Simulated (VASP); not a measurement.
# C (Fmmm) in VASP: further runs, part 2 of 2

VASP 6.6.1.

### 3 Phonons, PBE+D3(BJ) (9.11 Å³/atom)

This run uses another cell than the first one, of 9.11 Å³/atom.

File INCAR:

```
PREC = Accurate
ENCUT = 520
EDIFF = 1E-8
ISMEAR = 0
SIGMA = 0.02
LREAL = False
LASPH = True
NELM = 80
ALGO = Normal
ISIF = 2
LWAVE = False
LCHARG = False
GGA = PE
IVDW = 12
NBANDS = 11
IBRION = 6
NFREE = 2
POTIM = 0.015
NSW = 1
```

File KPOINTS:

```
regular mesh
0
Gamma
  18 18 18
```

File POSCAR:

```
C
1.0
    0.0000000000      2.1352490524      3.4609951991
    1.2333141756      0.0000000000      3.4609951991
    1.2333141756      2.1352490524      0.0000000000
C
2
Direct
    0.1666876738      0.8333123262      0.1666876738
    0.8333123262      0.1666876738      0.8333123262
```

Potentials or basis: VASP PAW PBE potentials, release 64 (C).

Started as:

```
$ cat potpaw_PBE.64/C/POTCAR > POTCAR
$ mpirun -np 1 vasp_std > vasp.out
```

OUTCAR:

```text
PREC = Accurate
   ENCUT = 520
   EDIFF = 1E-8
   ISMEAR = 0
   LREAL = False
   LASPH = True
   NELM = 80
   ISIF = 2
   GGA = PE
   IVDW = 12
   IBRION = 6
   NFREE = 2
   POTIM = 0.015
   NSW = 1
 IVDW          = 12

 ion  position               nearest neighbor table
   1  0.167  0.833  0.167-   2 1.42   2 1.42   2 1.42
   2  0.833  0.167  0.833-   1 1.42   1 1.42   1 1.42

  LATTYP: Found a face centered orthorhombic cell.
 ALAT       =     2.4666283512
 B/A-ratio  =     1.7313099084
 C/A-ratio  =     2.8062559140

  Lattice vectors:

 A1 = (   0.0000000000,   2.1352490524,   3.4609951991)
 A2 = (   1.2333141756,   0.0000000000,   3.4609951991)
 A3 = (   1.2333141756,   2.1352490524,   0.0000000000)

Analysis of symmetry for initial positions (statically):
=====================================================================
 Subroutine PRICEL returns:
 Original cell was already a primitive cell.

 Routine SETGRP: Setting up the symmetry group for a
 face centered orthorhombic supercell.

 Subroutine GETGRP returns: Found  8 space group operations
 (whereof  8 operations were pure point group operations)
 out of a pool of  8 trial point group operations.

The static configuration has the point symmetry D_2h.

Analysis of symmetry for dynamics (positions and initial velocities):
=====================================================================
 Subroutine PRICEL returns:
 Original cell was already a primitive cell.

 Routine SETGRP: Setting up the symmetry group for a
 face centered orthorhombic supercell.

 Subroutine GETGRP returns: Found  8 space group operations
 (whereof  8 operations were pure point group operations)
[... 406 lines left out ...]
 Fermi energy:         4.4048782713

 k-point     1 :       0.0000    0.0000    0.0000
  band No.  band energies     occupation
      1     -15.2099      2.00000
      2      -2.3006      2.00000
      3       1.3884      2.00000
      4       1.3998      2.00000
      5       8.4480      0.00000
      6      12.7238      0.00000
      7      12.7741      0.00000
      8      15.7945      0.00000
      9      16.9695      0.00000
     10      27.0050      0.00000
     11      29.0128      0.00000
[... 309 lines left out ...]
 k-point    24 :      -0.2222    0.0556   -0.0000
  band No.  band energies     occupation
      1     -13.3782      2.00000
      2      -3.6998      2.00000
      3      -0.8854      2.00000
      4      -0.3947      2.00000
      5      10.4529      0.00000
      6      11.1385      0.00000
      7      12.4093      0.00000
      8      18.7483      0.00000
      9      20.4100      0.00000
     10      22.6180      0.00000
     11      27.5887      0.00000

 [... further k-points ...]

------------------------ aborting loop because EDIFF is reached ----------------------------------------

 Edisp (eV)   -0.30118

 E8    (eV) :    -0.0850
[... 25 lines left out ...]
  FREE ENERGIE OF THE ION-ELECTRON SYSTEM (eV)
  ---------------------------------------------------
  free  energy   TOTEN  =       -18.7298310107 eV

  energy  without entropy=      -18.7298301191  energy(sigma->0) =      -18.72983056

 INTERNAL STRAIN TENSORS FROM DISPLACED ATOMS
 ============================================

 INTERNAL STRAIN TENSOR FOR ION    1 for displacements in x,y,z  (eV/Angst):
          X           Y           Z          XY          YZ          ZX
  --------------------------------------------------------------------------------
  x     0.00000     0.00000    -0.00000    10.19293     0.00000     0.00000
  y    11.19573   -11.27052    -0.02952     0.00000     0.00000     0.00000
  z     0.00000     0.00000     0.00000     0.00000    -0.15678     0.00000

 INTERNAL STRAIN TENSOR FOR ION    2 for displacements in x,y,z  (eV/Angst):
          X           Y           Z          XY          YZ          ZX
  --------------------------------------------------------------------------------
  x     0.00000    -0.00000     0.00000   -10.19293     0.00000     0.00000
  y   -11.19573    11.27052     0.02952     0.00000     0.00000     0.00000
  z     0.00000     0.00000     0.00000     0.00000     0.15678     0.00000

 Eigenvectors and eigenvalues of the dynamical matrix
 ----------------------------------------------------

   1 f  =   46.654122 THz   293.136492 2PiTHz 1556.213990 cm-1   192.945857 meV
             X         Y         Z           dx          dy          dz
      1.233314  0.711839  3.460995    -0.000000   -0.707107    0.000000
      1.233314  3.558659  3.460995     0.000000    0.707107    0.000000
[... 11 lines left out ...]
   4 f  =    0.000000 THz     0.000000 2PiTHz    0.000000 cm-1     0.000000 meV
             X         Y         Z           dx          dy          dz
      1.233314  0.711839  3.460995     0.000000    0.000000    0.707107
      1.233314  3.558659  3.460995     0.000000    0.000000    0.707107

   5 f/i=    0.000000 THz     0.000002 2PiTHz    0.000011 cm-1     0.000001 meV
             X         Y         Z           dx          dy          dz
      1.233314  0.711839  3.460995     0.500000   -0.500000    0.000000
      1.233314  3.558659  3.460995     0.500000   -0.500000    0.000000

   6 f/i=    0.000001 THz     0.000005 2PiTHz    0.000029 cm-1     0.000004 meV
             X         Y         Z           dx          dy          dz
      1.233314  0.711839  3.460995     0.500000    0.500000    0.000000
      1.233314  3.558659  3.460995     0.500000    0.500000    0.000000

 ELASTIC MODULI CONTR FROM IONIC RELAXATION (kBar)
 Direction    XX          YY          ZZ          XY          YZ          ZX
 --------------------------------------------------------------------------------
 XX        -205.9844    207.3604      0.5431      0.0000     -0.0000      0.0000
 YY         207.3604   -208.7455     -0.5467     -0.0000      0.0000      0.0000
 ZZ           0.5431     -0.5467     -0.0014     -0.0000      0.0000      0.0000
 XY           0.0000     -0.0000     -0.0000   -174.2193     -0.0000      0.0000
 YZ          -0.0000      0.0000      0.0000     -0.0000     -0.1305      0.0000
 ZX           0.0000      0.0000      0.0000      0.0000      0.0000      0.0000
 --------------------------------------------------------------------------------
```

It took 11 min on 1 thread of AMD EPYC 9R45 (Zen 5), shared host; peak memory 0.56 GiB.

What came out:

- Highest phonon frequency at Γ: 1556 cm⁻¹
- Dispersion energy per atom: -0.151 eV

Phonon frequencies in cm⁻¹ (negative: imaginary):
```tsv
q point	frequencies
(0.000, 0.000, 0.000)	0 0 0 866 1541 1556
```
